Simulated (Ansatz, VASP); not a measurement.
**One calculation of Be, two programs**

```
CELL_PARAMETERS angstrom
2.26018 0.00000 0.00000
-1.13009 1.95737 0.00000
0.00000 0.00000 3.57313
ATOMIC_POSITIONS crystal
Be 0.33333 0.66667 0.25000
Be 0.66667 0.33333 0.75000
```

Alike in both runs: functional PBE; k mesh 18 × 18 × 10; occupations gaussian, width 0.1 eV; no spin polarisation.

Ansatz relaxed the structure, and its values are those at the end. VASP's run is a single point on that final structure, the one shown.

```csv
,VASP,Ansatz
version,VASP 6.6.1,Ansatz 0.2.0
potentials or method,"VASP PAW PBE potentials, release 64 (Be), cutoff 520 eV","scalar-relativistic, plane waves, PAW"
valence electrons in the cell,4,4
```

VASP gave:

| Quantity | Value |
| --- | --- |
| gap on the k mesh at the Fermi level (eV) | none |
| pressure (GPa) | 0.1 |

Q: What did Ansatz give for the same quantities?

A: gap on the k mesh at the Fermi level (eV): none; pressure (GPa): 0.0.

A gap of «none» marks a metal or a gap that the smearing closes.
